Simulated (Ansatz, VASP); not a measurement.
**Pb: VASP beside Ansatz**

```
CELL_PARAMETERS angstrom
0.00000 2.53154 2.40806
2.53154 0.00000 2.40806
2.53154 2.53154 0.00000
ATOMIC_POSITIONS crystal
Pb 0.00000 0.00000 0.00000
```

Change from the starting cell: strain +0.025 along x and y, -0.025 along z, atoms carried along.

Alike in both runs: task single point; functional PBEsol; k mesh 16 × 16 × 16; occupations gaussian, width 0.15 eV; no spin polarisation.

|  | VASP | Ansatz |
| --- | --- | --- |
| version | VASP 6.6.1 | Ansatz 0.2.0 |
| potentials or method | VASP PAW PBE potentials, release 64 (Pb_d), cutoff 520 eV | scalar-relativistic, plane waves, PAW |
| valence electrons in the cell | 14 | 14 |

|  | VASP | Ansatz | Ansatz less VASP |
| --- | --- | --- | --- |
| gap on the k mesh at the Fermi level (eV) | none | none | - |
| pressure (GPa) | -1.4 | -1.3 | +0.06 |
| traceless stress, the component that is largest in VASP (GPa) | 0.64 | 0.64 | -0.001 |

VASP's potentials were made for PBE, not for PBEsol. A gap of «none» marks a metal or a gap that the smearing closes.

Spin-orbit coupling is off throughout.
